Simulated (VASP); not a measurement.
Input of a VASP 6.6.1 run:

INCAR

```
  PREC = Accurate
  ENCUT = 520
  EDIFF = 1E-6
  ISMEAR = -1
  SIGMA = 0.1
  LREAL = Auto
  LASPH = T
  NELM = 60
  ALGO = Normal
  ISIF = 2
  LWAVE = F
  LCHARG = T
  GGA = PE
  LELF = T
  LVHAR = T
  NBANDS = 90
```

Contents of KPOINTS:

```
Automatic mesh
0
Gamma
  2 2 2
```

Contents of POSCAR:

```
Tl8Br7
1.0
    8.0015780000      0.0000000000      0.0000000000
    0.0000000000      8.0015780000      0.0000000000
    0.0000000000      0.0000000000      8.0015780000
Tl Br
8 7
Direct
    0.0015480696      0.0010192989      0.0013873513
    0.0002554496      0.0010664146      0.5002524502
    0.0193046921      0.4998821482      0.0215979898
    0.0204559651      0.5000226205      0.4827019120
    0.5005155233      0.0011137803      0.0023967772
    0.4992917647      0.0012168850      0.5015810631
    0.4804832247      0.5000851082      0.0203346140
    0.4816459953      0.5002549497      0.4815252691
    0.2505213347      0.2289462154      0.2516586103
    0.2509056339      0.2465031273      0.7517587156
    0.2505510788      0.7762368873      0.2515776263
    0.2503607413      0.7525776791      0.7515702528
    0.7505065876      0.2466229786      0.2513734166
    0.7506644314      0.7526231701      0.2516794812
    0.7505638263      0.4139928399      0.7515120143
```

Potentials or basis: VASP PAW PBE potentials, release 64 (Tl_d, Br).

Command:

```sh
$ cat potpaw_PBE.64/Tl_d/POTCAR potpaw_PBE.64/Br/POTCAR > POTCAR
$ mpirun -np 1 vasp_std > vasp.out
```

(1) Estimate the largest force.

(2) Predict the pressure.

## Answers

(1) 0.151 eV/Å.

(2) 1.0 GPa.

Caveat: the k points lie up to 0.39 Å⁻¹ apart; an odd number of electrons without spin polarisation forces a metal; a magnetic or distorted state may lie lower.
